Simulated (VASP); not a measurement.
**Ir: single point with PBEsol**

Ir:

```
CELL_PARAMETERS angstrom
-1.53863 1.53863 1.53863
1.53863 -1.53863 1.53863
1.53863 1.53863 -1.53863
ATOMIC_POSITIONS crystal
Ir 0.00000 0.00000 0.00000
```

```yaml
Program: VASP 6.6.1
Task: single point
Functional: PBEsol
Potentials_or_basis: VASP PAW PBE potentials, release 64 (Ir)
Cutoff: 520 eV
k_mesh: 14 × 14 × 14
Occupations: fermi-dirac, width 0.1 eV
Spin: no spin polarisation
```

The pressure is 0.8 GPa.

Levels at points of the mesh, in eV from the Fermi level:
| k point | band 1 | band 2 | band 3 | band 4 | band 5 | band 6 | band 7 | band 8 | band 9 |
| --- | --- | --- | --- | --- | --- | --- | --- | --- | --- |
| (0.00, 0.00, 0.00) | -10.64 | -3.59 | -3.59 | -3.59 | -0.54 | -0.54 | 16.92 | 16.92 | 16.92 |
| (0.50, 0.00, 0.00) | -7.50 | -5.42 | -0.72 | -0.13 | -0.04 | 2.25 | 7.92 | 13.03 | 16.86 |
| (0.50, 0.50, 0.50) | -7.03 | -7.03 | 1.54 | 1.54 | 1.54 | 7.86 | 7.86 | 7.86 | 14.61 |

It took 6.8 s on 1 thread of Intel(R) Xeon(R) 6975P-C (Granite Rapids), with other jobs on the host, peak memory 0.13 GiB.

Caveat: the PAW data sets were made with another functional, which shifts forces and pressure a little; spin-orbit coupling is left out, which moves the levels of the heavy elements.
